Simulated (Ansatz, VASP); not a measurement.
Cd3HgTe4: VASP beside Ansatz

```
Cd Te Hg
1.0
     6.75781    0.00000    0.00000
     0.00000    6.75781    0.00000
     0.00000    0.00000    6.75781
Cd Te Hg
3 4 1
Direct
  0.50000 0.00000 0.00000
  0.00000 0.50000 0.00000
  0.00000 0.00000 0.50000
  0.75098 0.24902 0.24902
  0.24902 0.75098 0.24902
  0.24902 0.24902 0.75098
  0.75098 0.75098 0.75098
  0.50000 0.50000 0.50000
```

Alike in both runs: task single point; functional PBE; k mesh 4 × 4 × 4; no spin polarisation.

```csv
,VASP,Ansatz
version,VASP 6.6.1,Ansatz 0.2.0
potentials or method,"VASP PAW PBE potentials, release 64 (Cd, Te, Hg)","plane waves, PAW"
plane-wave cutoff (eV),520,420
occupations,"gaussian, width 0.01 eV",fixed
valence electrons in the cell,72,144
```

|  | VASP | Ansatz | Ansatz less VASP |
| --- | --- | --- | --- |
| gap on the k mesh at the Fermi level (eV) | 0.03 | 0.03 | +0.005 |
| pressure (GPa) | -1.7 | -1.8 | -0.06 |

VASP's potentials hold 72 valence electrons a cell and Ansatz's 144, so a difference there can come from the potentials and not from the codes.

Spin-orbit coupling is off throughout.
